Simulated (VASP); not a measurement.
Here is a VASP 6.6.1 calculation.

File INCAR:

```
PREC = Accurate
ENCUT = 520
EDIFF = 1E-6
ISMEAR = 0
SIGMA = 0.1
LREAL = False
LASPH = True
NELM = 80
ALGO = Normal
ISIF = 2
LWAVE = False
LCHARG = False
GGA = PS
NBANDS = 31
```

KPOINTS

```
regular mesh
0
Gamma
  12 12 6
```

Contents of POSCAR:

```
Si2Mo
1.0
    3.0943680664      0.0000000000      0.0000000000
    0.0000000000      3.2139956979      0.0000000000
    0.0000000000      0.0000000000      7.8800443939
Si Mo
4 2
Direct
    0.0000000000      0.0000000000      0.3350355322
    0.5000000000      0.5000000000      0.1649644678
    0.5000000000      0.5000000000      0.8350355322
    0.0000000000      0.0000000000      0.6649644678
    0.0000000000      0.0000000000      0.0000000000
    0.5000000000      0.5000000000      0.5000000000
```

Potentials or basis: VASP PAW PBE potentials, release 64 (Si, Mo_sv).

Run with:

```bash
$ cat potpaw_PBE.64/Si/POTCAR potpaw_PBE.64/Mo_sv/POTCAR > POTCAR
$ mpirun -np 1 vasp_std > vasp.out
```

(1) What does it give for the largest force?

(2) Predict the pressure.

(3) Predict the band gap on the k mesh.

Results:

(1) 0.011 eV/Å.

(2) 3.7 GPa.

(3) zero (band 22 reaches 13.19 eV, above the bottom of band 23 at 12.33 eV).

Caveat: the cell differs from its parent crystal (uniaxial strain along a: -3.0 %); the PAW data sets were made with another functional, which shifts forces and pressure a little.
